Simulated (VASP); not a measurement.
Cu, 1 atom in the cell. It takes space group Fm-3m (No. 225, cubic). Conventional cell: a = 3.518 Å, b = 3.518 Å, c = 3.518 Å, α = 90.00°, β = 90.00°, γ = 90.00°. Within 3.3 Å of Cu (site symmetry m-3m) lie 12 Cu at 2.49 Å. 

```yaml
Program: VASP 6.6.1
Task: relaxation of cell and atoms
Functional: LDA
Potentials_or_basis: VASP PAW LDA potentials, release 64 (Cu)
Cutoff: 600 eV
k_mesh: 26 × 26 × 26
Occupations: fermi-dirac, width 0.1 eV
Spin: no spin polarisation
Target_pressure: 15 GPa
Dipole_correction: no
Further_INCAR_settings: ALGO = Normal; EDIFF = 1e-06; IBRION = 2; EDIFFG = -0.002; NSW = 100; ISIF = 3
```

Potentials or basis: VASP PAW LDA potentials, release 64 (Cu).

Run with:

```bash
$ cat potpaw_LDA.64/Cu/POTCAR > POTCAR
$ mpirun -np 1 vasp_std > vasp.out
```

Hardware: 1 thread of AMD EPYC 7R13, with other jobs on the host.

Estimate the wall time of this run.

It took 3 min on 1 thread of AMD EPYC 7R13 (shared host), peak memory 0.15 GiB. Counts: scf iterations 33, k points 511, ion steps 4.
